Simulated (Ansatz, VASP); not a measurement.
## Cu: VASP beside Ansatz

File INCAR:

```
SYSTEM = Cu
PREC = Accurate ; ENCUT = 520
EDIFF = 1E-6 ; ISMEAR = -1
SIGMA = 0.05 ; LREAL = .FALSE.
LASPH = .TRUE. ; NELM = 100
ALGO = Normal ; ISIF = 2
LWAVE = .FALSE. ; LCHARG = .TRUE.
GGA = PE ; LELF = .TRUE.
LVHAR = .TRUE. ; NBANDS = 18
```

Contents of KPOINTS:

```
Automatic mesh
0
G
  19 19 10
  0 0 0
```

POSCAR

```
Cu
1.0
    2.1618046124      0.0000000000      0.0000000000
   -1.0809023062      1.8721777124      0.0000000000
    0.0000000000      0.0000000000      3.5478652287
Cu
2
Direct
    0.3333333333      0.6666666667      0.2500000000
    0.6666666667      0.3333333333      0.7500000000
```

Input for Ansatz:

```yaml
crystal:
  lattice:
    - [2.1618046124, 0.0, 0.0]
    - [-1.0809023062, 1.8721777124, 0.0]
    - [0.0, 0.0, 3.5478652287]
  atoms:
    - { symbol: Cu, position: [0.3333333333, 0.6666666667, 0.25] }
    - { symbol: Cu, position: [0.6666666667, 0.3333333333, 0.75] }
kpoints:
  mp_grid: { grid: [19, 19, 10] }
scf:
  occupations: { method: fermi_dirac, width: 0.05 }
hamiltonian:
  xc: pbe
  pseudopotentials: { kind: all_electron, lapw: { basis_error: 0.001 } }
output:
  forces: true
  stress: true
  eigenvalues: true
  populations: true
```

Change from the starting cell: volume scaled by 0.6, LAPW.

Alike in both runs: task single point; functional PBE; k mesh 19 × 19 × 10; occupations fermi-dirac, width 0.05 eV; no spin polarisation.

|  | VASP | Ansatz |
| --- | --- | --- |
| version | VASP 6.6.1 | Ansatz 0.2.0 |
| potentials or method | VASP PAW PBE potentials, release 64 (Cu), cutoff 520 eV | all-electron LAPW, scalar-relativistic |

Ansatz gave:

| Property | Result |
| --- | --- |
| pressure (GPa) | 254.3 |

**Question.** Estimate VASP's values.

**Answer.** Pressure (GPa): 255.9.

Both programs put the cell under a high pressure, so it lies far from rest at this level. Ansatz ran all-electron here, and VASP with PAW potentials.

Noted on VASP's run: the cell as given lies far from equilibrium.
